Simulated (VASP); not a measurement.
# SrAl2O2 (P4/mmm) in VASP: further runs

Runs on SrAl2O2. Level: PBE. Tasks: single point.

Everything below comes from runs of VASP 6.6.1. Logs are shortened: lines on timing, memory, paths and dates and some standing lists are left out, and cuts for length are marked.

## (1) The cell of the first run

It takes space group P4/mmm (No. 123, tetragonal). The conventional cell has a = 4.087 Å, b = 4.087 Å, c = 4.710 Å, α = 90.00°, β = 90.00°, γ = 90.00°. Sr (site symmetry 4/mmm) has 8 O at 3.12 Å and 8 Al at 3.14 Å and 4 Sr at 4.09 Å within 4.1 Å. Al (site symmetry 4mm) has 2 Al at 2.26 to 2.45 Å and 4 O at 2.33 Å within 3.0 Å. O (site symmetry mmm) has 4 Al at 2.33 Å and 4 O at 2.89 Å and 4 Sr at 3.12 Å within 3.2 Å.

The cell was generated, and may not be a known phase.

## (2) Single point, PBE

Input file INCAR:

```
ALGO = Normal
EDIFF = 1E-6
ENCUT = 520
GGA = PE
ISIF = 2
ISMEAR = 0
LASPH = T
LCHARG = F
LREAL = F
LWAVE = F
NBANDS = 22
NELM = 60
PREC = Accurate
SIGMA = 0.1
```

Input file KPOINTS:

```
k-points
0
Gamma
  4 4 4
```

Input file POSCAR:

```
SrAl2O2
1.0
    4.0866839655      0.0000000000      0.0000000000
    0.0000000000      4.0866839655      0.0000000000
    0.0000000000      0.0000000000      4.7103610708
Sr Al O
1 2 2
Direct
    0.0000000000      0.0000000000      0.0000000000
    0.5000000000      0.5000000000      0.2601723815
    0.5000000000      0.5000000000      0.7398276185
    0.0000000000      0.5000000000      0.5000000000
    0.5000000000      0.0000000000      0.5000000000
```

Potentials or basis: VASP PAW PBE potentials, release 64 (Sr_sv, Al, O).

Command:

```bash
$ cat potpaw_PBE.64/Sr_sv/POTCAR potpaw_PBE.64/Al/POTCAR potpaw_PBE.64/O/POTCAR > POTCAR
$ mpirun -np 1 vasp_std > vasp.out
```

OUTCAR:

```text
EDIFF = 1E-6
   ENCUT = 520
   GGA = PE
   ISIF = 2
   ISMEAR = 0
   LASPH = T
   LREAL = F
   NELM = 60
   PREC = Accurate

 ion  position               nearest neighbor table
   1  0.000  0.000  0.000-   4 3.12   5 3.12   4 3.12   5 3.12   4 3.12   4 3.12   5 3.12   5 3.12
                             2 3.14   3 3.14   2 3.14   3 3.14   2 3.14   3 3.14   2 3.14   3 3.14
   2  0.500  0.500  0.260-   3 2.26   4 2.33   5 2.33   5 2.33   4 2.33   3 2.45   1 3.14   1 3.14
                             1 3.14   1 3.14
   3  0.500  0.500  0.740-   2 2.26   4 2.33   5 2.33   5 2.33   4 2.33   2 2.45   1 3.14   1 3.14
                             1 3.14   1 3.14
   4  0.000  0.500  0.500-   2 2.33   3 2.33   2 2.33   3 2.33   1 3.12   1 3.12   1 3.12   1 3.12

   5  0.500  0.000  0.500-   2 2.33   3 2.33   2 2.33   3 2.33   1 3.12   1 3.12   1 3.12   1 3.12

  LATTYP: Found a simple tetragonal cell.
 ALAT       =     4.0866839655
 C/A-ratio  =     1.1526120225

  Lattice vectors:

 A1 = (   4.0866839655,   0.0000000000,   0.0000000000)
 A2 = (   0.0000000000,   4.0866839655,   0.0000000000)
 A3 = (   0.0000000000,   0.0000000000,   4.7103610708)

Analysis of symmetry for initial positions (statically):
=====================================================================
 Subroutine PRICEL returns:
 Original cell was already a primitive cell.

 Routine SETGRP: Setting up the symmetry group for a
 simple tetragonal supercell.

 Subroutine GETGRP returns: Found 16 space group operations
 (whereof 16 operations were pure point group operations)
 out of a pool of 16 trial point group operations.

The static configuration has the point symmetry D_4h.

Analysis of symmetry for dynamics (positions and initial velocities):
=====================================================================
 Subroutine PRICEL returns:
 Original cell was already a primitive cell.

 Routine SETGRP: Setting up the symmetry group for a
 simple tetragonal supercell.

 Subroutine GETGRP returns: Found 16 space group operations
 (whereof 16 operations were pure point group operations)
 out of a pool of 16 trial point group operations.

The dynamic configuration has the point symmetry D_4h.

 Subroutine INISYM returns: Found 16 space group operations
 (whereof 16 operations are pure point group operations),
 and found     1 'primitive' translations

----------------------------------------------------------------------------------------

                                     Primitive cell

  volume of cell :      78.6677

  direct lattice vectors                    reciprocal lattice vectors
     4.086683965  0.000000000  0.000000000     0.244697170  0.000000000  0.000000000
     0.000000000  4.086683965  0.000000000     0.000000000  0.244697170  0.000000000
     0.000000000  0.000000000  4.710361071     0.000000000  0.000000000  0.212297950

  length of vectors
     4.086683965  4.086683965  4.710361071     0.244697170  0.244697170  0.212297950

  position of ions in fractional coordinates (direct lattice)
     0.000000000  0.000000000  0.000000000
     0.500000000  0.500000000  0.260172381
     0.500000000  0.500000000  0.739827619
     0.000000000  0.500000000  0.500000000
     0.500000000  0.000000000  0.500000000

  ion indices of the primitive-cell ions
   primitive index   ion index
                 1           1
                 2           2
                 3           3
                 4           4
                 5           5

----------------------------------------------------------------------------------------

 KPOINTS: k-points

Automatic generation of k-mesh.
 Grid dimensions read from file:
 generate k-points for:    4    4    4

 Generating k-lattice:

  Cartesian coordinates                     Fractional coordinates (reciprocal lattice)
     0.061174292  0.000000000  0.000000000     0.250000000  0.000000000  0.000000000
     0.000000000  0.061174292  0.000000000     0.000000000  0.250000000  0.000000000
     0.000000000  0.000000000  0.053074488     0.000000000  0.000000000  0.250000000

  Length of vectors
     0.061174292  0.061174292  0.053074488

  Shift w.r.t. Gamma in fractional coordinates (k-lattice)
     0.000000000  0.000000000  0.000000000

 Subroutine IBZKPT returns following result:
 ===========================================

 Found     18 irreducible k-points:

 Following reciprocal coordinates:
            Coordinates               Weight
  0.000000  0.000000  0.000000      1.000000
  0.250000  0.000000  0.000000      4.000000
  0.500000  0.000000  0.000000      2.000000
  0.250000  0.250000  0.000000      4.000000
  0.500000  0.250000  0.000000      4.000000
  0.500000  0.500000  0.000000      1.000000
[... 10 lines left out ...]
  0.500000  0.250000  0.500000      4.000000
  0.500000  0.500000  0.500000      1.000000
   k-points           NKPTS =     18   k-points in BZ     NKDIM =     18   number of bands    NBANDS=     22
   number of dos      NEDOS =    301   number of ions     NIONS =      5
   total plane-waves  NPLWV =  32400
   dimension x,y,z NGX =    30 NGY =   30 NGZ =   36
   dimension x,y,z NGXF=    60 NGYF=   60 NGZF=   72
   ions per type =               1   2   2
   NGX,Y,Z   is equivalent  to a cutoff of  12.20, 12.20, 12.71 a.u.
   NGXF,Y,Z  is equivalent  to a cutoff of  24.41, 24.41, 25.41 a.u.
 SYSTEM =  unknown system
   PREC   = accura    normal or accurate (medium, high low for compatibility)
   ISTART =      0    job   : 0-new  1-cont  2-samecut
   ICHARG =      2    charge: 1-file 2-atom 10-const
   ISPIN  =      1    spin polarized calculation?
   LNONCOLLINEAR =      F non collinear calculations
   LSORBIT =      F    spin-orbit coupling
   LASPH  =      T    aspherical Exc in radial PAW
   ENCUT  =  520.0 eV  38.22 Ry    6.18 a.u.   7.60  7.60  8.76*2*pi/ulx,y,z
   NELM   =     60;   NELMIN=  2; NELMDL= -5     # of ELM steps
   EDIFF  = 0.1E-05   stopping-criterion for ELM
   LREAL  =      F    real-space projection
   EDIFFG = 0.1E-04   stopping-criterion for IOM
   NSW    =      0    number of steps for IOM
   IBRION =     -1    ionic relax: 0-MD 1-quasi-New 2-CG
   NFREE  =      0    steps in history (QN), initial steepest desc. (CG)
   ISIF   =      2    stress and relaxation
   ISYM   =      2    0-nonsym 1-usesym 2-fastsym
   POTIM  = 0.5000    time-step for ionic-motion
   TEBEG  =    0.0;   TEEND  =   0.0 temperature during run
   PSTRESS=    0.0 pullay stress
   NELECT =      28.0000    total number of electrons
   NUPDOWN=      -1.0000    fix difference up-down
   EMIN   =  10.00;   EMAX   =-10.00  energy-range for DOS
   EFERMI =   0.00;   METHOD = LEGACY
   ISMEAR =     0;   SIGMA  =   0.10  broadening in eV -4-tet -1-fermi 0-gaus
   EFERMI_NEDOS =   21; number of points for ismear=-14 and -15
   IALGO  =     38    algorithm
   IMIX   =      4    mixing-type and parameters
     AMIX     =   0.40;   BMIX     =  1.00
     AMIX_MAG =   1.60;   BMIX_MAG =  1.00
  volume/ion in A,a.u.               =      15.73       106.18
  Fermi-wavevector in a.u.,A,eV,Ry     =   1.160189  2.192439 18.313965  1.346038
  Thomas-Fermi vector in A             =   2.296774
   LORBIT       =      0    0 simple, 1 ext, 2 COOP (PROOUT), +10 PAW based schemes
   GGA     = PE    functional components
   LHFCALC =     F    Hartree Fock is set to
   AEXX    =    0.0000 exact exchange contribution
   IVDW    =     0    specifies the selected vdW correction
   LEPSILON=     F    determine dielectric tensor
   LRPA    =     F    only Hartree local field effects (RPA)
 non-spin polarized calculation
 Gauss-broadening in eV      SIGMA  =   0.10
  energy-cutoff  :      520.00
  volume of cell :       78.67
 maximum number of plane-waves:      2140
   NGX = 15   NGY = 15   NGZ = 17

 number of electron      27.9999996 magnetization

 Free energy of the ion-electron system (eV)
  ---------------------------------------------------
  ext. energy  EPLUGINS =         0.00000000
  ---------------------------------------------------
  free energy    TOTEN  =       -22.95921257 eV

  energy without entropy =      -22.94452850  energy(sigma->0) =      -22.95187053

 E-fermi :   5.7189     XC(G=0): -10.0386

 val. band max:        5.6747772091   @ k =   0.2500   0.2500   0.5000
 cond. band min:       5.7229946186   @ k =   0.5000   0.5000   0.0000
 fundamental gap:      0.0482174095
 Fermi energy:         5.7189316489

 k-point     1 :       0.0000    0.0000    0.0000
  band No.  band energies     occupation
      1     -30.0101      2.00000
      2     -13.1378      2.00000
      3     -12.0852      2.00000
      4     -12.0852      2.00000
      5     -12.0098      2.00000
      6     -11.9963      2.00000
[... 14 lines left out ...]
     21       9.0575      0.00000
     22       9.0928      0.00000

 k-point     2 :       0.2500    0.0000    0.0000
  band No.  band energies     occupation
      1     -30.0045      2.00000
      2     -13.0445      2.00000
      3     -12.3538      2.00000
      4     -12.0709      2.00000
      5     -11.9925      2.00000
      6     -11.9081      2.00000
[... 14 lines left out ...]
     21      10.5887      0.00000
     22      11.8357      0.00000

 k-point     3 :       0.5000    0.0000    0.0000
  band No.  band energies     occupation
      1     -29.9988      2.00000
      2     -12.9425      2.00000
      3     -12.5120      2.00000
      4     -12.0566      2.00000
      5     -11.9751      2.00000
      6     -11.9358      2.00000
[... 14 lines left out ...]
     21      11.4297      0.00000
     22      11.6128      0.00000
[... 326 lines left out ...]
 k-point    17 :       0.5000    0.2500    0.5000
  band No.  band energies     occupation
      1     -29.9921      2.00000
      2     -12.6539      2.00000
      3     -12.5373      2.00000
      4     -12.3052      2.00000
      5     -12.1654      2.00000
      6     -11.8166      2.00000
[... 14 lines left out ...]
     21      11.4061      0.00000
     22      12.3806      0.00000

 k-point    18 :       0.5000    0.5000    0.5000
  band No.  band energies     occupation
      1     -29.9868      2.00000
      2     -12.4808      2.00000
      3     -12.4808      2.00000
      4     -12.2761      2.00000
      5     -12.2761      2.00000
      6     -11.9935      2.00000
[... 14 lines left out ...]
     21      11.6719      0.00000
     22      11.7001      0.00000

------------------------ aborting loop because EDIFF is reached ----------------------------------------

  FORCE on cell =-STRESS in cart. coord.  units (eV):
  Direction    XX          YY          ZZ          XY          YZ          ZX
  --------------------------------------------------------------------------------------
  -------------------------------------------------------------------------------------
  Total        0.0442717      0.0442717     -0.1558388      0.0000000     -0.0000000      0.0000000
  in kB        0.9016551      0.9016551     -3.1738762      0.0000000     -0.0000000      0.0000000
  external PRESSURE =      -0.4568553 kB  Pullay stress =       0.0000000 kB

 VOLUME and BASIS-vectors are now :
 -----------------------------------------------------------------------------
  energy-cutoff  :      520.00
  volume of cell :       78.67
      direct lattice vectors                 reciprocal lattice vectors
     4.086683965  0.000000000  0.000000000     0.244697170  0.000000000  0.000000000
     0.000000000  4.086683965  0.000000000     0.000000000  0.244697170  0.000000000
     0.000000000  0.000000000  4.710361071     0.000000000  0.000000000  0.212297950

 POSITION                                       TOTAL-FORCE (eV/Angst)
 -----------------------------------------------------------------------------------
      0.00000      0.00000      0.00000         0.000000      0.000000      0.000000
      2.04334      2.04334      1.22551         0.000000     -0.000000      0.024164
      2.04334      2.04334      3.48486        -0.000000     -0.000000     -0.024164
      0.00000      2.04334      2.35518         0.000000      0.000000      0.000000
      2.04334      0.00000      2.35518         0.000000      0.000000      0.000000
 -----------------------------------------------------------------------------------
    total drift:                                0.000000     -0.000000      0.000000

  FREE ENERGIE OF THE ION-ELECTRON SYSTEM (eV)
  ---------------------------------------------------
  free  energy   TOTEN  =       -22.9592125657 eV

  energy  without entropy=      -22.9445285039  energy(sigma->0) =      -22.95187053
```

Run time: 28 s. Hardware: 1 thread of Intel Xeon Platinum 8488C (Sapphire Rapids), shared host; peak memory 0.19 GiB.

Results:

```yaml
Free_energy: -22.9592 eV
Pressure: 0.0 GPa
Largest_force: 0.024 eV/Å
Band_gap_on_the_k_mesh: zero (bands 14 and 15 overlap by 1.51 eV)
```

Forces on the atoms (eV/Å):
```
Sr   0.000  0.000  0.000
Al   0.000  0.000  0.024
Al   0.000  0.000 -0.024
O    0.000  0.000  0.000
O    0.000  0.000  0.000
```

Stress tensor (GPa, compression positive):
```
 0.09  0.00  0.00
 0.00  0.09  0.00
 0.00  0.00 -0.32
```

Caveat: the k points lie up to 0.38 Å⁻¹ apart, too coarse for converged energies and pressures of a metal.

## (3) Single point, PBE

This run uses another cell than the first one, of 17.48 Å³/atom.

Input file INCAR:

```
PREC = Accurate
ENCUT = 520
EDIFF = 1E-6
ISMEAR = 0
SIGMA = 0.1
LREAL = False
LASPH = True
NELM = 100
ALGO = Normal
ISIF = 2
LWAVE = False
LCHARG = True
GGA = PE
LELF = True
LVHAR = True
NBANDS = 22
```

Input file KPOINTS:

```
regular mesh
0
Gamma
  4 4 4
```

Input file POSCAR:

```
SrAl2O2
1.0
    4.0086524400      0.0000000000      0.0000000000
    0.0000000000      4.0086524400      0.0000000000
    0.0000000000      0.0000000000      5.4376190000
Sr Al O
1 2 2
Direct
    0.0000000000      0.0000000000      0.0000000000
    0.5000000000      0.5000000000      0.2399999900
    0.5000000000      0.5000000000      0.7600000100
    0.0000000000      0.5000000000      0.5000000000
    0.5000000000      0.0000000000      0.5000000000
```

Potentials or basis: VASP PAW PBE potentials, release 64 (Sr_sv, Al, O).

Command:

```bash
$ cat potpaw_PBE.64/Sr_sv/POTCAR potpaw_PBE.64/Al/POTCAR potpaw_PBE.64/O/POTCAR > POTCAR
$ mpirun -np 1 vasp_std > vasp.out
```

Wall time 33 s (1 thread of Intel Xeon Platinum 8488C (Sapphire Rapids), shared host); peak memory 0.19 GiB.

It converged, with:

```yaml
Free_energy: -21.3965 eV
Pressure: -7.7 GPa
Largest_force: 3.928 eV/Å
Band_gap_on_the_k_mesh: zero (bands 14 and 15 overlap by 0.99 eV)
```

Forces on the atoms (eV/Å):
```
Sr   0.000  0.000  0.000
Al   0.000  0.000  3.928
Al   0.000  0.000 -3.928
O    0.000  0.000  0.000
O    0.000  0.000  0.000
```

Stress tensor (GPa, compression positive):
```
  0.56   0.00   0.00
  0.00   0.56   0.00
  0.00   0.00 -24.34
```

Levels at points of the mesh, in eV from the Fermi level:
```csv
k point,band 10,band 11,band 12,band 13,band 14,band 15,band 16,band 17,band 18,band 19
"(0.00, 0.00, 0.00)",-3.75,-2.38,-0.79,-0.79,0.39,0.68,2.11,2.73,2.73,3.06
"(0.50, 0.00, 0.00)",-3.33,-3.25,-2.59,-1.52,-1.44,0.72,0.90,3.48,4.20,4.59
"(0.50, 0.50, 0.00)",-3.64,-3.37,-1.23,-0.32,-0.12,0.10,0.10,2.91,2.91,5.14
"(0.00, 0.00, 0.50)",-2.75,-2.70,-2.12,-0.82,-0.82,1.52,2.24,2.24,3.61,3.85
"(0.50, 0.00, 0.50)",-3.22,-2.24,-1.90,-1.62,-0.28,-0.05,0.21,3.18,4.18,4.67
"(0.50, 0.50, 0.50)",-3.56,-3.13,-1.23,-0.12,0.91,0.91,1.59,1.59,2.26,3.81
```

Caveat: the k points lie up to 0.39 Å⁻¹ apart, too coarse for converged energies and pressures of a metal; forces of over 1 eV/Å act on the atoms, so gaps and moduli don't describe the material at rest.

The gap in the log of VASP goes by the Fermi energy; the results here count the filled bands.